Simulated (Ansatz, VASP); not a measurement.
# One calculation of CaHf4, two programs

```xyz
5
Lattice="5.9213 0.0000 0.0000 -2.9606 5.1280 0.0000 0.0000 0.0000 5.1210" Properties=species:S:1:pos:R:3 pbc="T T T"
Ca    0.0000    0.0000    2.5605
Hf    2.9623    0.0000    2.5605
Hf   -1.4812    2.5655    2.5605
Hf    1.4795    2.5625    2.5605
Hf    0.0000    0.0000    0.0000
```

Alike in both runs: functional PBE; k mesh 6 × 6 × 4; occupations gaussian, width 0.1 eV; no spin polarisation.

Ansatz relaxed the structure, and its values are those at the end. VASP's run is a single point on that final structure, the one shown.

|  | VASP | Ansatz |
| --- | --- | --- |
| version | VASP 6.6.1 | Ansatz 0.2.0 |
| potentials or method | VASP PAW PBE potentials, release 64 (Ca_sv, Hf_pv), cutoff 520 eV | scalar-relativistic, plane waves, PAW |
| valence electrons in the cell | 50 | 114 |

|  | VASP | Ansatz | Ansatz less VASP |
| --- | --- | --- | --- |
| gap on the k mesh at the Fermi level (eV) | none | none | - |
| pressure (GPa) | 0.0 | 0.2 | +0.19 |
| rms of the force components (eV/Å) | 0.004 | 0.004 | 0.0000 |

A gap of «none» marks a metal or a gap that the smearing closes. VASP's potentials hold 50 valence electrons a cell and Ansatz's 114, so a difference there can come from the potentials and not from the codes.

Neither program's run includes spin-orbit coupling.
